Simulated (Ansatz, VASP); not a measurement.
# Nb: VASP beside Ansatz

INCAR

```
PREC = Accurate
ENCUT = 520
EDIFF = 1E-6
ISMEAR = 1
SIGMA = 0.6
LREAL = F
LASPH = T
NELM = 100
ALGO = Normal
ISIF = 2
LWAVE = F
LCHARG = F
GGA = CA
NBANDS = 12
```

Contents of KPOINTS:

```
regular mesh
0
Gamma
  14 14 14
```

File POSCAR:

```
Nb
1.0
   -1.6231103068      1.6231103068      1.6231103068
    1.6231103068     -1.6231103068      1.6231103068
    1.6231103068      1.6231103068     -1.6231103068
Nb
1
Direct
    0.0000000000      0.0000000000      0.0000000000
```

Input for Ansatz:

```yaml
crystal:
  lattice:
    - [-1.6231103068, 1.6231103068, 1.6231103068]
    - [1.6231103068, -1.6231103068, 1.6231103068]
    - [1.6231103068, 1.6231103068, -1.6231103068]
  atoms:
    - { symbol: Nb, position: [0.0, 0.0, 0.0] }
hamiltonian:
  xc: lda
  pseudopotentials:
    kind: paw
    azcp:
      Nb: "pseudopotentials/Nb.paw.azcp"
basis:
  ecutwfc: 420
  fft_grid_basis: typed
kpoints:
  mp_grid: { grid: [14, 14, 14], shift: [0, 0, 0] }
magnetization:
  spin_polarized: false
scf:
  occupations: { method: cold, width: 0.6 }
  lower_state_search: "off"
output:
  stress: true
```

Alike in both runs: task single point; functional LDA; k mesh 14 × 14 × 14; no spin polarisation.

|  | VASP | Ansatz |
| --- | --- | --- |
| version | VASP 6.6.1 | Ansatz 0.2.0 |
| potentials or method | VASP PAW LDA potentials, release 64 (Nb_sv), cutoff 520 eV | plane waves (420 eV) with PAW, scalar-relativistic |
| occupations | methfessel-paxton of order 1, width 0.6 eV | cold, width 0.6 eV |
| valence electrons in the cell | 13 | 13 |

|  | VASP | Ansatz | Ansatz less VASP |
| --- | --- | --- | --- |
| pressure (GPa) | 0.2 | 0.0 | -0.23 |

Ansatz warns that its potentials were made for another functional, while VASP's fit it. LDA's correlation is that of Perdew and Zunger in VASP and of Perdew and Wang (1992) in Ansatz.
